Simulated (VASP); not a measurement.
The system is Sn.

```
CELL_PARAMETERS angstrom
4.66716 0.00000 0.00000
-2.33358 4.04188 0.00000
0.00000 0.00000 3.13398
ATOMIC_POSITIONS crystal
Sn 0.33333 0.66667 0.00000
Sn 0.66667 0.33333 0.00000
```

* Program: VASP 6.6.1
* Task: relaxation of cell and atoms
* Functional: PBE
* Potentials or basis: VASP PAW PBE potentials, release 64 (Sn_d)
* Cutoff: 600 eV
* k mesh: 6 × 6 × 6
* Occupations: gaussian, width 0.1 eV
* Spin: no spin polarisation

At the start: pressure 10.7 GPa; volume 29.56 Å³/atom.

Task: Where does the relaxation end?

Result: Over 5 steps the energy falls by 214.8 meV/atom and the volume is 35.54 Å³/atom (+20.2 %); space group P6/mmm (No. 191, to 0.05 Å).

Step by step:
```tsv
step	energy change (eV)	largest force (eV/Å)	pressure (GPa)	volume (Å³)
1	0.0000	0.0000	10.74	59.12
2	-0.3725	0.0000	-2.50	77.51
3	-0.4270	0.0000	-0.14	71.27
4	-0.4271	0.0000	-0.27	71.59
5	-0.4296	0.0000	-0.01	71.07
```

Final structure:
```xyz
2
Lattice="5.0975 0.0000 0.0000 -2.5488 4.4146 0.0000 0.0000 0.0000 3.1583" Properties=species:S:1:pos:R:3 pbc="T T T"
Sn    0.0000    2.9430    0.0000
Sn    2.5488    1.4715    3.1583
```

Caveat: the volume moved by over 15 % at a fixed basis, so the end points are rough.
